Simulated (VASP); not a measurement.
Set up this calculation in VASP 6.6.1, as the native input.

```yaml
Task: single point
Functional: PBE
Potentials_or_basis: VASP PAW PBE potentials, release 64 (Si, B, C)
Cutoff: 600 eV
k_mesh: 3 × 5 × 5
Occupations: gaussian, width 0.2 eV
Spin: no spin polarisation
Dipole_correction: no
Further_INCAR_settings: ALGO = Normal; EDIFF = 1e-06; NBANDS = 20
```

The structure of SiB5C lies in POSCAR:

```
SiB5C
1.0
    6.3142697135      0.0000000000      0.0000000000
    0.0000000000      3.2540148632      1.4959769470
    0.0000000000     -3.2540148632      1.4959769470
Si B C
1 5 1
Direct
    0.5000000000      0.1248623481      0.1248623481
    0.7674966096     -0.0428436056      0.3413024694
    0.2325033904      0.3413024694     -0.0428436056
    0.7674966096      0.3413024694     -0.0428436056
    0.2325033904     -0.0428436056      0.3413024694
    0.0000000000      0.4808192592      0.4808192592
    0.0000000000      0.9908488053      0.9908488053
```

The cell was built from a structure type or drawn by symmetry, and may not be a known phase.

The input as run:

INCAR

```
PREC = Accurate ; ENCUT = 600
EDIFF = 1E-6 ; ISMEAR = 0
SIGMA = 0.2 ; LREAL = False
LASPH = True ; NELM = 120
ALGO = Normal ; ISIF = 2
LWAVE = False ; LCHARG = False
GGA = PE ; NBANDS = 20
GGA_COMPAT = False
```

KPOINTS

```
Automatic mesh
0
Gamma
  3 5 5
```

Potentials or basis: VASP PAW PBE potentials, release 64 (Si, B, C).

The run is started by

```bash
$ cat potpaw_PBE.64/Si/POTCAR potpaw_PBE.64/B/POTCAR potpaw_PBE.64/C/POTCAR > POTCAR
$ mpirun -np 1 vasp_std > vasp.out
```

Results of the run:

| Item | Value |
| --- | --- |
| Pressure | -0.2 GPa |
| Largest force | 0.012 eV/Å |
| Band gap on the k mesh | zero (an odd number of electrons rules out a gap without spin polarisation) |

Caveat: the k points lie up to 0.46 Å⁻¹ apart, too coarse for converged energies and pressures of a metal.

Run time: 47 s on 1 thread of Intel Xeon 8259CL (shared host), peak memory 0.2 GiB.
